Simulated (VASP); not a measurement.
# Mg (I4/mmm) in VASP: notebook

Mg is run at these levels: LDA; tasks: electric field gradients.

All numbers are computed with VASP 6.6.1; they aren't measurements. Logs are shortened: lines on timing, memory, paths and dates and some standing lists are left out, and cuts for length are marked.

### Step 1. The cell of the first run

It takes space group I4/mmm (No. 139, tetragonal). The conventional cell has a = 2.923 Å, b = 2.923 Å, c = 2.953 Å, α = 90.00°, β = 90.00°, γ = 90.00°. Mg (site symmetry 4/mmm) has 14 Mg at 2.54 to 2.95 Å within 3.4 Å.

This isn't the form of Mg at room conditions, which is hcp.

### Step 2. Electric field gradients, LDA (equal xx and yy strain of -1 %)

INCAR reads:

```
PREC = Accurate
ENCUT = 520
EDIFF = 1E-8
ISMEAR = -1
SIGMA = 0.03
LREAL = F
LASPH = T
NELM = 100
ALGO = Normal
ISIF = 2
LWAVE = F
LCHARG = F
LEFG = T
NBANDS = 7
```

KPOINTS reads:

```
regular mesh
0
Gamma
  19 19 19
```

POSCAR reads:

```
Mg
1.0
   -1.4617350000      1.4617350000      1.4765000000
    1.4617350000     -1.4617350000      1.4765000000
    1.4617350000      1.4617350000     -1.4765000000
Mg
1
Direct
    0.0000000000      0.0000000000      0.0000000000
```

Potentials or basis: VASP PAW LDA potentials, release 64 (Mg).

Run with:

```
> cat potpaw_LDA.64/Mg/POTCAR > POTCAR
> mpirun -np 1 vasp_std > vasp.out
```

OUTCAR:

```text
PREC = Accurate
   ENCUT = 520
   EDIFF = 1E-8
   ISMEAR = -1
   LREAL = F
   LASPH = T
   NELM = 100
   ISIF = 2

 ion  position               nearest neighbor table
   1  0.000  0.000  0.000-

  LATTYP: Found a body centered tetragonal cell.
 ALAT       =     2.9234700000
 C/A-ratio  =     1.0101010101

  Lattice vectors:

 A1 = (  -1.4617350000,   1.4617350000,   1.4765000000)
 A2 = (   1.4617350000,  -1.4617350000,   1.4765000000)
 A3 = (   1.4617350000,   1.4617350000,  -1.4765000000)

Analysis of symmetry for initial positions (statically):
=====================================================================
 Subroutine PRICEL returns:
 Original cell was already a primitive cell.

 Routine SETGRP: Setting up the symmetry group for a
 body centered tetragonal supercell.

 Subroutine GETGRP returns: Found 16 space group operations
 (whereof 16 operations were pure point group operations)
 out of a pool of 16 trial point group operations.

The static configuration has the point symmetry D_4h.

Analysis of symmetry for dynamics (positions and initial velocities):
=====================================================================
 Subroutine PRICEL returns:
 Original cell was already a primitive cell.

 Routine SETGRP: Setting up the symmetry group for a
 body centered tetragonal supercell.

 Subroutine GETGRP returns: Found 16 space group operations
 (whereof 16 operations were pure point group operations)
 out of a pool of 16 trial point group operations.

The dynamic configuration has the point symmetry D_4h.

 Subroutine INISYM returns: Found 16 space group operations
 (whereof 16 operations are pure point group operations),
 and found     1 'primitive' translations

----------------------------------------------------------------------------------------

                                     Primitive cell

  volume of cell :      12.6192

  direct lattice vectors                    reciprocal lattice vectors
    -1.461735000  1.461735000  1.476500000     0.000000000  0.342059265  0.338638673
     1.461735000 -1.461735000  1.476500000     0.342059265  0.000000000  0.338638673
     1.461735000  1.461735000 -1.476500000     0.342059265  0.342059265  0.000000000

  length of vectors
     2.540352470  2.540352470  2.540352470     0.481332205  0.481332205  0.483744852

  position of ions in fractional coordinates (direct lattice)
     0.000000000  0.000000000  0.000000000

  ion indices of the primitive-cell ions
   primitive index   ion index
                 1           1

----------------------------------------------------------------------------------------

 KPOINTS: regular mesh

Automatic generation of k-mesh.
 Grid dimensions read from file:
 generate k-points for:   19   19   19

 Generating k-lattice:

  Cartesian coordinates                     Fractional coordinates (reciprocal lattice)
     0.000000000  0.018003119  0.017823088     0.052631579  0.000000000 -0.000000000
     0.018003119  0.000000000  0.017823088     0.000000000  0.052631579 -0.000000000
     0.018003119  0.018003119  0.000000000     0.000000000  0.000000000  0.052631579

  Length of vectors
     0.025333274  0.025333274  0.025460255

  Shift w.r.t. Gamma in fractional coordinates (k-lattice)
     0.000000000  0.000000000  0.000000000

 Subroutine IBZKPT returns following result:
 ===========================================

 Found    550 irreducible k-points:

 Following reciprocal coordinates:
            Coordinates               Weight
  0.000000  0.000000  0.000000      1.000000
  0.052632 -0.000000  0.000000      8.000000
  0.105263 -0.000000  0.000000      8.000000
  0.157895 -0.000000  0.000000      8.000000
  0.210526  0.000000 -0.000000      8.000000
  0.263158 -0.000000  0.000000      8.000000
[... 16 lines left out ...]
 -0.315789  0.052632 -0.000000     16.000000
 -0.263158  0.052632 -0.000000     16.000000
 [... further k-points ...]
   k-points           NKPTS =    550   k-points in BZ     NKDIM =    550   number of bands    NBANDS=      7
   number of dos      NEDOS =    301   number of ions     NIONS =      1
   total plane-waves  NPLWV =   8000
   dimension x,y,z NGX =    20 NGY =   20 NGZ =   20
   dimension x,y,z NGXF=    40 NGYF=   40 NGZF=   40
   ions per type =               1
   NGX,Y,Z   is equivalent  to a cutoff of  13.09, 13.09, 13.09 a.u.
   NGXF,Y,Z  is equivalent  to a cutoff of  26.18, 26.18, 26.18 a.u.
 SYSTEM =  unknown system
   PREC   = accura    normal or accurate (medium, high low for compatibility)
   ISTART =      0    job   : 0-new  1-cont  2-samecut
   ICHARG =      2    charge: 1-file 2-atom 10-const
   ISPIN  =      1    spin polarized calculation?
   LNONCOLLINEAR =      F non collinear calculations
   LSORBIT =      F    spin-orbit coupling
   LASPH  =      T    aspherical Exc in radial PAW
   ENCUT  =  520.0 eV  38.22 Ry    6.18 a.u.   4.72  4.72  4.72*2*pi/ulx,y,z
   NELM   =    100;   NELMIN=  2; NELMDL= -5     # of ELM steps
   EDIFF  = 0.1E-07   stopping-criterion for ELM
   LREAL  =      F    real-space projection
   EDIFFG = 0.1E-06   stopping-criterion for IOM
   NSW    =      0    number of steps for IOM
   IBRION =     -1    ionic relax: 0-MD 1-quasi-New 2-CG
   NFREE  =      0    steps in history (QN), initial steepest desc. (CG)
   ISIF   =      2    stress and relaxation
   ISYM   =      2    0-nonsym 1-usesym 2-fastsym
   POTIM  = 0.5000    time-step for ionic-motion
   TEBEG  =    0.0;   TEEND  =   0.0 temperature during run
   PSTRESS=    0.0 pullay stress
   NELECT =       2.0000    total number of electrons
   NUPDOWN=      -1.0000    fix difference up-down
   EMIN   =  10.00;   EMAX   =-10.00  energy-range for DOS
   EFERMI =   0.00;   METHOD = LEGACY
   ISMEAR =    -1;   SIGMA  =   0.03  broadening in eV -4-tet -1-fermi 0-gaus
   EFERMI_NEDOS =   21; number of points for ismear=-14 and -15
   IALGO  =     38    algorithm
   IMIX   =      4    mixing-type and parameters
     AMIX     =   0.40;   BMIX     =  1.00
     AMIX_MAG =   1.60;   BMIX_MAG =  1.00
  volume/ion in A,a.u.               =      12.62        85.16
  Fermi-wavevector in a.u.,A,eV,Ry     =   0.885947  1.674198 10.679250  0.784903
  Thomas-Fermi vector in A             =   2.007048
   LORBIT       =      0    0 simple, 1 ext, 2 COOP (PROOUT), +10 PAW based schemes
   GGA     = CA    functional components
   LHFCALC =     F    Hartree Fock is set to
   AEXX    =    0.0000 exact exchange contribution
   IVDW    =     0    specifies the selected vdW correction
   LEPSILON=     F    determine dielectric tensor
   LRPA    =     F    only Hartree local field effects (RPA)
 non-spin polarized calculation
  energy-cutoff  :      520.00
  volume of cell :       12.62
 maximum number of plane-waves:       370
   NGX =  9   NGY =  9   NGZ =  9

 number of electron       2.0000000 magnetization

 Free energy of the ion-electron system (eV)
  ---------------------------------------------------
  ext. energy  EPLUGINS =         0.00000000
  ---------------------------------------------------
  free energy    TOTEN  =        -0.71383034 eV

  energy without entropy =       -0.71287170  energy(sigma->0) =       -0.71335102

 E-fermi :   6.5941     XC(G=0): -10.8416

 val. band max:        6.5834896369   @ k =  -0.3158  -0.4737   0.2632
 cond. band min:       6.6001719726   @ k =   0.3684   0.1053   0.1053
 fundamental gap:      0.0166823357
 Fermi energy:         6.5941309449

 k-point     1 :       0.0000    0.0000    0.0000
  band No.  band energies     occupation
      1      -3.3695      2.00000
      2      23.8909      0.00000
      3      23.8909      0.00000
      4      24.1848      0.00000
      5      26.7187      0.00000
      6      27.0521      0.00000
      7      28.6999      0.00000

 k-point     2 :       0.0526   -0.0000    0.0000
  band No.  band energies     occupation
      1      -3.2720      2.00000
      2      23.0231      0.00000
      3      23.4769      0.00000
      4      23.9730      0.00000
      5      25.8395      0.00000
      6      26.3482      0.00000
      7      29.4680      0.00000

 k-point     3 :       0.1053   -0.0000    0.0000
  band No.  band energies     occupation
      1      -2.9808      2.00000
      2      20.8271      0.00000
      3      22.4362      0.00000
      4      23.6662      0.00000
      5      25.2661      0.00000
      6      25.5503      0.00000
      7      30.4099      0.00000
[... 191 lines left out ...]
 k-point    23 :      -0.3158    0.0526   -0.0000
  band No.  band energies     occupation
      1      -0.4264      2.00000
      2      12.5730      0.00000
      3      18.2696      0.00000
      4      22.0792      0.00000
      5      22.9704      0.00000
      6      25.6604      0.00000
      7      30.6726      0.00000

 k-point    24 :      -0.2632    0.0526   -0.0000
  band No.  band energies     occupation
      1      -1.3563      2.00000
      2      14.7919      0.00000
      3      19.0596      0.00000
      4      22.4598      0.00000
      5      23.5508      0.00000
      6      25.8194      0.00000
      7      30.4006      0.00000

 [... further k-points ...]
[... 5 lines left out ...]
  --------------------------------------------------------------------------------------
  -------------------------------------------------------------------------------------
  Total        4.7603171      4.7603171      4.7640121      0.0000000     -0.0000000      0.0000000
  in kB      604.3878569    604.3878569    604.8569917      0.0000000     -0.0000000      0.0000000
  external PRESSURE =     604.5442352 kB  Pullay stress =       0.0000000 kB

 VOLUME and BASIS-vectors are now :
 -----------------------------------------------------------------------------
  energy-cutoff  :      520.00
  volume of cell :       12.62
      direct lattice vectors                 reciprocal lattice vectors
    -1.461735000  1.461735000  1.476500000     0.000000000  0.342059265  0.338638673
     1.461735000 -1.461735000  1.476500000     0.342059265  0.000000000  0.338638673
     1.461735000  1.461735000 -1.476500000     0.342059265  0.342059265  0.000000000

 POSITION                                       TOTAL-FORCE (eV/Angst)
 -----------------------------------------------------------------------------------
      0.00000      0.00000      0.00000         0.000000      0.000000      0.000000
 -----------------------------------------------------------------------------------
    total drift:                                0.000000      0.000000      0.000000

  FREE ENERGIE OF THE ION-ELECTRON SYSTEM (eV)
  ---------------------------------------------------
  free  energy   TOTEN  =        -0.7138303352 eV

  energy  without entropy=       -0.7128716990  energy(sigma->0) =       -0.71335102

 Electric field gradients (V/A^2)
---------------------------------------------------------------------
 ion       V_xx      V_yy      V_zz      V_xy      V_xz      V_yz
---------------------------------------------------------------------
   1      -0.041    -0.041     0.081     0.000     0.000     0.000
---------------------------------------------------------------------

 Electric field gradients after diagonalization (V/A^2)
 (convention: |V_zz| > |V_xx| > |V_yy|)
----------------------------------------------------------------------
 ion       V_xx      V_yy      V_zz     asymmetry (V_yy - V_xx)/ V_zz
----------------------------------------------------------------------
   1      -0.041    -0.040     0.081       0.000
----------------------------------------------------------------------

           NMR quadrupolar parameters

 Cq : quadrupolar parameter    Cq=e*Q*V_zz/h
 eta: asymmetry parameters     (V_yy - V_xx)/ V_zz
 Q  : nuclear electric quadrupole moment in mb (millibarn)
----------------------------------------------------------------------
 ion       Cq(MHz)       eta       Q (mb)
----------------------------------------------------------------------
   1       0.000       0.000       1.000
----------------------------------------------------------------------
```

Run time: 23 s. Hardware: 1 thread of Intel Xeon Platinum 8488C (Sapphire Rapids), shared host; peak memory 0.15 GiB.

What came out:

| Item | Value |
| --- | --- |
| Free energy | -0.7138 eV |
| Pressure | 60.5 GPa |
| Band gap on the k mesh | zero (bands 1 and 2 overlap by 4.31 eV) |
| Largest electric field gradient by atom | Mg +0.08 V/Å² |

Levels at points of the mesh, in eV from the Fermi level:
```
           k point  band 1  band 2  band 3  band 4  band 5  band 6
(0.00, 0.00, 0.00)   -9.96   17.30   17.30   17.59   20.12   20.46
```

Caveat: the cell differs from its parent crystal (equal xx and yy strain of -1 %); the cell stands under pressure; without QUAD_EFG the Cq values of the log hold for a quadrupole moment of 1 mb, not for the nuclei.

### Step 3. Electric field gradients, LDA (equal xx and yy strain of +2 %)

INCAR reads:

```
SYSTEM = Mg
  PREC = Accurate
  ENCUT = 520
  EDIFF = 1E-8
  ISMEAR = -1
  SIGMA = 0.03
  LREAL = .False.
  LASPH = .True.
  NELM = 100
  ALGO = Normal
  ISIF = 2
  LWAVE = .False.
  LCHARG = .False.
  GGA = CA
  LEFG = .True.
  NBANDS = 7
```

KPOINTS reads:

```
Automatic mesh
0
Gamma
  19 19 19
  0 0 0
```

POSCAR reads:

```
Mg
1.0
   -1.5060300000      1.5060300000      1.4765000000
    1.5060300000     -1.5060300000      1.4765000000
    1.5060300000      1.5060300000     -1.4765000000
Mg
1
Direct
    0.0000000000      0.0000000000      0.0000000000
```

Potentials or basis: VASP PAW LDA potentials, release 64 (Mg).

Run with:

```
> cat potpaw_LDA.64/Mg/POTCAR > POTCAR
> mpirun -np 1 vasp_std > vasp.out
```

OUTCAR:

```text
SYSTEM = Mg
   PREC = Accurate
   ENCUT = 520
   EDIFF = 1E-8
   ISMEAR = -1
   LREAL = .False.
   LASPH = .True.
   NELM = 100
   ISIF = 2
   GGA = CA

 ion  position               nearest neighbor table
   1  0.000  0.000  0.000-

  LATTYP: Found a body centered tetragonal cell.
 ALAT       =     3.0120600000
 C/A-ratio  =     0.9803921569

  Lattice vectors:

 A1 = (  -1.5060300000,   1.5060300000,   1.4765000000)
 A2 = (   1.5060300000,  -1.5060300000,   1.4765000000)
 A3 = (   1.5060300000,   1.5060300000,  -1.4765000000)

Analysis of symmetry for initial positions (statically):
=====================================================================
 Subroutine PRICEL returns:
 Original cell was already a primitive cell.

 Routine SETGRP: Setting up the symmetry group for a
 body centered tetragonal supercell.

 Subroutine GETGRP returns: Found 16 space group operations
 (whereof 16 operations were pure point group operations)
[... 419 lines left out ...]

 VOLUME and BASIS-vectors are now :
 -----------------------------------------------------------------------------
  energy-cutoff  :      520.00
  volume of cell :       13.40
      direct lattice vectors                 reciprocal lattice vectors
    -1.506030000  1.506030000  1.476500000     0.000000000  0.331998699  0.338638673
     1.506030000 -1.506030000  1.476500000     0.331998699  0.000000000  0.338638673
     1.506030000  1.506030000 -1.476500000     0.331998699  0.331998699  0.000000000

 POSITION                                       TOTAL-FORCE (eV/Angst)
 -----------------------------------------------------------------------------------
      0.00000      0.00000      0.00000         0.000000      0.000000     -0.000000
 -----------------------------------------------------------------------------------
    total drift:                                0.000000      0.000000      0.000000

  FREE ENERGIE OF THE ION-ELECTRON SYSTEM (eV)
  ---------------------------------------------------
  free  energy   TOTEN  =        -0.9744156838 eV

  energy  without entropy=       -0.9734005985  energy(sigma->0) =       -0.97390814

 Electric field gradients (V/A^2)
---------------------------------------------------------------------
 ion       V_xx      V_yy      V_zz      V_xy      V_xz      V_yz
---------------------------------------------------------------------
   1       0.392     0.392    -0.784    -0.000    -0.000    -0.000
---------------------------------------------------------------------

 Electric field gradients after diagonalization (V/A^2)
 (convention: |V_zz| > |V_xx| > |V_yy|)
----------------------------------------------------------------------
 ion       V_xx      V_yy      V_zz     asymmetry (V_yy - V_xx)/ V_zz
----------------------------------------------------------------------
   1       0.392     0.392    -0.784       0.000
----------------------------------------------------------------------

           NMR quadrupolar parameters

 Cq : quadrupolar parameter    Cq=e*Q*V_zz/h
 eta: asymmetry parameters     (V_yy - V_xx)/ V_zz
 Q  : nuclear electric quadrupole moment in mb (millibarn)
----------------------------------------------------------------------
 ion       Cq(MHz)       eta       Q (mb)
----------------------------------------------------------------------
   1      -0.002       0.000       1.000
----------------------------------------------------------------------
```

Run time: 22 s. Hardware: 1 thread of Intel Xeon Platinum 8488C (Sapphire Rapids), shared host; peak memory 0.15 GiB.

Results:

```
Free energy                             : -0.9744 eV
Pressure                                : 47.7 GPa
Band gap on the k mesh                  : zero (bands 1 and 2 overlap by 4.54 eV)
Largest electric field gradient by atom : Mg -0.8 V/Å²
```

Electric field gradients, principal values (V/Å²):
| atom | least | middle | greatest (by size) |
| --- | --- | --- | --- |
| 1 Mg | 0.392 | 0.392 | -0.784 |

Caveat: the cell differs from its parent crystal (equal xx and yy strain of +2 %); the cell stands under pressure; without QUAD_EFG the Cq values of the log hold for a quadrupole moment of 1 mb, not for the nuclei.

[end of part 1 of 2]
